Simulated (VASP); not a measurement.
# K3Ag (P1) in VASP: further runs, part 2 of 2

VASP 6.6.1.

**3. Single point, LDA**

INCAR reads:

```
SYSTEM = K3Ag
ALGO = Normal
EDIFF = 1E-6
ENCUT = 520
GGA = CA
ISIF = 2
ISMEAR = -1
LASPH = .True.
LCHARG = .False.
LREAL = .False.
LWAVE = .False.
NBANDS = 27
NELM = 80
PREC = Accurate
SIGMA = 0.1
```

KPOINTS reads:

```
k-points
0
Gamma
  3 3 3
  0 0 0
```

POSCAR reads:

```
K3Ag
1.0
    5.8050300000      0.0125000000      0.0535200000
    0.0125000000      5.7694100000      0.0551300000
    0.0535200000      0.0551300000      5.7872100000
K Ag
3 1
Direct
    0.5016300000      0.0004500000      0.9994000000
    0.9954313991      0.5052282097      0.9954420509
    0.9970100000      0.9971300000      0.5015300000
    0.4999400000      0.4975900000      0.4984600000
```

Potentials or basis: VASP PAW LDA potentials, release 64 (K_sv, Ag).

Started as:

```sh
> cat potpaw_LDA.64/K_sv/POTCAR potpaw_LDA.64/Ag/POTCAR > POTCAR
> mpirun -np 1 vasp_std > vasp.out
```

OUTCAR:

```text
SYSTEM = K3Ag
   EDIFF = 1E-6
   ENCUT = 520
   GGA = CA
   ISIF = 2
   ISMEAR = -1
   LASPH = .True.
   LREAL = .False.
   NELM = 80
   PREC = Accurate

 ion  position               nearest neighbor table
   1  0.502  0.000  0.999-
   2  0.995  0.505  0.995-
   3  0.997  0.997  0.502-
   4  0.500  0.498  0.498-

  LATTYP: Found a triclinic cell.
 ALAT       =     8.1213844641
 B/A-ratio  =     0.7126518968
 C/A-ratio  =     1.0055830232
 COS(alpha) =     0.0003528836
 COS(beta)  =     0.5061497105
 COS(gamma) =     0.6994380883

  Lattice vectors:

 A1 = (  -5.7515100000,   0.0426300000,   5.7336900000)
 A2 = (   0.0535200000,   0.0551300000,   5.7872100000)
 A3 = (  -5.7925300000,   5.7569100000,   0.0016100000)

Analysis of symmetry for initial positions (statically):
=====================================================================
 Subroutine PRICEL returns:
 Original cell was already a primitive cell.

 Routine SETGRP: Setting up the symmetry group for a
 triclinic supercell.

 Subroutine GETGRP returns: Found  1 space group operations
 (whereof  1 operations were pure point group operations)
 out of a pool of  2 trial point group operations.

The static configuration has the point symmetry C_1 .

Analysis of symmetry for dynamics (positions and initial velocities):
=====================================================================
 Subroutine PRICEL returns:
 Original cell was already a primitive cell.

 Routine SETGRP: Setting up the symmetry group for a
 triclinic supercell.

 Subroutine GETGRP returns: Found  1 space group operations
 (whereof  1 operations were pure point group operations)
 out of a pool of  2 trial point group operations.

The dynamic configuration has the point symmetry C_1 .

 Subroutine INISYM returns: Found  1 space group operations
 (whereof  1 operations are pure point group operations),
 and found     1 'primitive' translations

----------------------------------------------------------------------------------------

                                     Primitive cell

  volume of cell :     193.7879

  direct lattice vectors                    reciprocal lattice vectors
     5.805030000  0.012500000  0.053520000     0.172279827 -0.000358070 -0.001589829
     0.012500000  5.769410000  0.055130000    -0.000358070  0.173344472 -0.001647999
     0.053520000  0.055130000  5.787210000    -0.001589829 -0.001647999  0.172825237

  length of vectors
     5.805290169  5.769686934  5.787720043     0.172287534  0.173352675  0.172840407

  position of ions in fractional coordinates (direct lattice)
     0.501630000  0.000450000  0.999400000
     0.995431399  0.505228210  0.995442051
     0.997010000  0.997130000  0.501530000
     0.499940000  0.497590000  0.498460000

  ion indices of the primitive-cell ions
   primitive index   ion index
                 1           1
                 2           2
                 3           3
                 4           4

----------------------------------------------------------------------------------------
[... 22 lines left out ...]

 Found     14 irreducible k-points:

 Following reciprocal coordinates:
            Coordinates               Weight
  0.000000  0.000000  0.000000      1.000000
  0.333333  0.000000 -0.000000      2.000000
  0.000000  0.333333  0.000000      2.000000
  0.333333  0.333333 -0.000000      2.000000
 -0.333333  0.333333  0.000000      2.000000
 -0.000000  0.000000  0.333333      2.000000
  0.333333  0.000000  0.333333      2.000000
 -0.333333  0.000000  0.333333      2.000000
 -0.000000  0.333333  0.333333      2.000000
  0.333333  0.333333  0.333333      2.000000
 -0.333333  0.333333  0.333333      2.000000
  0.000000 -0.333333  0.333333      2.000000
  0.333333 -0.333333  0.333333      2.000000
 -0.333333 -0.333333  0.333333      2.000000
   k-points           NKPTS =     14   k-points in BZ     NKDIM =     14   number of bands    NBANDS=     27
   number of dos      NEDOS =    301   number of ions     NIONS =      4
   total plane-waves  NPLWV = 110592
   dimension x,y,z NGX =    48 NGY =   48 NGZ =   48
   dimension x,y,z NGXF=    96 NGYF=   96 NGZF=   96
   ions per type =               3   1
   NGX,Y,Z   is equivalent  to a cutoff of  13.75, 13.83, 13.79 a.u.
   NGXF,Y,Z  is equivalent  to a cutoff of  27.49, 27.66, 27.57 a.u.
 SYSTEM =  K3Ag
   PREC   = accura    normal or accurate (medium, high low for compatibility)
   ISTART =      0    job   : 0-new  1-cont  2-samecut
   ICHARG =      2    charge: 1-file 2-atom 10-const
   ISPIN  =      1    spin polarized calculation?
   LNONCOLLINEAR =      F non collinear calculations
   LSORBIT =      F    spin-orbit coupling
   LASPH  =      T    aspherical Exc in radial PAW
   ENCUT  =  520.0 eV  38.22 Ry    6.18 a.u.  10.79 10.73 10.76*2*pi/ulx,y,z
   NELM   =     80;   NELMIN=  2; NELMDL= -5     # of ELM steps
   EDIFF  = 0.1E-05   stopping-criterion for ELM
   LREAL  =      F    real-space projection
   EDIFFG = 0.1E-04   stopping-criterion for IOM
   NSW    =      0    number of steps for IOM
   IBRION =     -1    ionic relax: 0-MD 1-quasi-New 2-CG
   NFREE  =      0    steps in history (QN), initial steepest desc. (CG)
   ISIF   =      2    stress and relaxation
   ISYM   =      2    0-nonsym 1-usesym 2-fastsym
   POTIM  = 0.5000    time-step for ionic-motion
   TEBEG  =    0.0;   TEEND  =   0.0 temperature during run
   PSTRESS=    0.0 pullay stress
   NELECT =      38.0000    total number of electrons
   NUPDOWN=      -1.0000    fix difference up-down
   EMIN   =  10.00;   EMAX   =-10.00  energy-range for DOS
   EFERMI =   0.00;   METHOD = LEGACY
   ISMEAR =    -1;   SIGMA  =   0.10  broadening in eV -4-tet -1-fermi 0-gaus
   EFERMI_NEDOS =   21; number of points for ismear=-14 and -15
   IALGO  =     38    algorithm
   IMIX   =      4    mixing-type and parameters
     AMIX     =   0.40;   BMIX     =  1.00
     AMIX_MAG =   1.60;   BMIX_MAG =  1.00
  volume/ion in A,a.u.               =      48.45       326.94
  Fermi-wavevector in a.u.,A,eV,Ry     =   0.951102  1.797322 12.307765  0.904595
  Thomas-Fermi vector in A             =   2.079541
   LORBIT       =      0    0 simple, 1 ext, 2 COOP (PROOUT), +10 PAW based schemes
   GGA     = CA    functional components
   LHFCALC =     F    Hartree Fock is set to
   AEXX    =    0.0000 exact exchange contribution
   IVDW    =     0    specifies the selected vdW correction
   LEPSILON=     F    determine dielectric tensor
   LRPA    =     F    only Hartree local field effects (RPA)
 non-spin polarized calculation
  energy-cutoff  :      520.00
  volume of cell :      193.79
 maximum number of plane-waves:      5236
 NGX is ok and might be reduce to    48
   NGX = 21   NGY = 21   NGZ = 21

 number of electron      37.9999997 magnetization

 Free energy of the ion-electron system (eV)
  ---------------------------------------------------
  ext. energy  EPLUGINS =         0.00000000
  ---------------------------------------------------
  free energy    TOTEN  =        -6.38442574 eV

  energy without entropy =       -6.29482588  energy(sigma->0) =       -6.33962581

 E-fermi :   0.5642     XC(G=0):  -7.0987

 val. band max:        0.4296508371   @ k =  -0.3333  -0.3333   0.3333
 cond. band min:       0.6564873775   @ k =  -0.3333   0.0000   0.3333
 fundamental gap:      0.2268365404
 Fermi energy:         0.5641663115

 k-point     1 :       0.0000    0.0000    0.0000
  band No.  band energies     occupation
      1     -30.9571      2.00000
      2     -30.9321      2.00000
      3     -30.9286      2.00000
      4     -14.7829      2.00000
      5     -14.7664      2.00000
      6     -14.7576      2.00000
[... 409 lines left out ...]
     26       4.7330      0.00000
     27       4.7679      0.00000

------------------------ aborting loop because EDIFF is reached ----------------------------------------

  FORCE on cell =-STRESS in cart. coord.  units (eV):
  Direction    XX          YY          ZZ          XY          YZ          ZX
  --------------------------------------------------------------------------------------
  -------------------------------------------------------------------------------------
  Total       -1.2539867     -1.2339149     -1.2372233     -0.0157963     -0.0663461     -0.0603294
  in kB      -10.3675666    -10.2016192    -10.2289721     -0.1305992     -0.5485286     -0.4987840
  external PRESSURE =     -10.2660526 kB  Pullay stress =       0.0000000 kB

 VOLUME and BASIS-vectors are now :
 -----------------------------------------------------------------------------
  energy-cutoff  :      520.00
  volume of cell :      193.79
      direct lattice vectors                 reciprocal lattice vectors
     5.805030000  0.012500000  0.053520000     0.172279827 -0.000358070 -0.001589829
     0.012500000  5.769410000  0.055130000    -0.000358070  0.173344472 -0.001647999
     0.053520000  0.055130000  5.787210000    -0.001589829 -0.001647999  0.172825237

 POSITION                                       TOTAL-FORCE (eV/Angst)
 -----------------------------------------------------------------------------------
      2.96547      0.06396      5.81061        -0.034666      0.018275      0.010402
      5.83810      2.98219      5.84196         0.014044     -0.047252      0.014721
      5.82698      5.79296      3.01079         0.012570      0.022495     -0.030127
      2.93506      2.90453      2.93888         0.008051      0.006482      0.005005
 -----------------------------------------------------------------------------------
    total drift:                                0.000302      0.000048      0.000080

  FREE ENERGIE OF THE ION-ELECTRON SYSTEM (eV)
  ---------------------------------------------------
  free  energy   TOTEN  =        -6.3844257439 eV

  energy  without entropy=       -6.2948258839  energy(sigma->0) =       -6.33962581
```

stdout:

```text
POSCAR found type information on POSCAR K Ag
 POSCAR found :  2 types and       4 ions
 scaLAPACK will be used
 LDA part: xc-table for (Slater(with rela. corr.)+CA(PZ))
 , standard interpolation
 POSCAR, INCAR and KPOINTS ok, starting setup
 FFT: planning ... GRIDC
 FFT: planning ... GRID_SOFT
 FFT: planning ... GRID
 WAVECAR not read
 entering main loop
```

Wall time 44 s (1 thread of AMD EPYC 9R14 (Zen 4), shared host); peak memory 0.25 GiB.

What came out:

```
Free energy            : -6.3844 eV
Pressure               : -1.0 GPa
Largest force          : 0.051 eV/Å
Band gap on the k mesh : zero (band 19 reaches 0.70 eV, above the bottom of band 20 at 0.66 eV)
```

Forces on the atoms (eV/Å):
```
K   -0.035  0.018  0.010
K    0.014 -0.047  0.015
K    0.013  0.022 -0.030
Ag   0.008  0.006  0.005
```

Levels at points of the mesh, in eV from the Fermi level:
```tsv
k point	band 16	band 17	band 18	band 19	band 20	band 21	band 22	band 23
(0.00, 0.00, 0.00)	-3.72	-3.72	-3.02	0.14	1.91	1.94	1.96	2.06
```

Caveat: the k points lie up to 0.36 Å⁻¹ apart.

**4. Single point, LDA**

INCAR reads:

```
SYSTEM = K3Ag
  PREC = Accurate
  ENCUT = 520
  EDIFF = 1E-7
  ISMEAR = -1
  SIGMA = 0.1
  LREAL = .False.
  LASPH = .True.
  NELM = 80
  ALGO = Normal
  ISIF = 2
  LWAVE = .False.
  LCHARG = .False.
  NBANDS = 27
```

KPOINTS reads:

```
regular mesh
0
Gamma
  3 3 3
  0 0 0
```

POSCAR, as its differences from that of step 3:

```diff
@@ -9,3 +9,3 @@
     0.5016300000      0.0004500000      0.9994000000
-    0.9954313991      0.5052282097      0.9954420509
+    0.9937086009      0.5052317903      0.9954579491
     0.9970100000      0.9971300000      0.5015300000
```

Started as:

```sh
> cat potpaw_LDA.64/K_sv/POTCAR potpaw_LDA.64/Ag/POTCAR > POTCAR
> mpirun -np 1 vasp_std > vasp.out
```

Run time: 48 s. Hardware: 1 thread of AMD EPYC 9R14 (Zen 4), shared host; peak memory 0.25 GiB.

It converged, with:

| Item | Value |
| --- | --- |
| Free energy | -6.3843 eV |
| Pressure | -1.0 GPa |
| Largest force | 0.052 eV/Å |
| Band gap on the k mesh | zero (band 19 reaches 0.70 eV, above the bottom of band 20 at 0.66 eV) |

Forces in eV/Å, atoms in the order of the input:
```
K   -0.040  0.018  0.010
K    0.016 -0.047  0.015
K    0.014  0.023 -0.030
Ag   0.010  0.007  0.005
```

Stress tensor (GPa, compression positive):
```
-1.04 -0.01 -0.05
-0.01 -1.02 -0.05
-0.05 -0.05 -1.03
```

Levels at points of the mesh, in eV from the Fermi level:
```csv
k point,band 16,band 17,band 18,band 19,band 20,band 21,band 22,band 23
"(0.00, 0.00, 0.00)",-3.72,-3.72,-3.02,0.14,1.91,1.94,1.96,2.06
```

Caveat: the k points lie up to 0.36 Å⁻¹ apart.
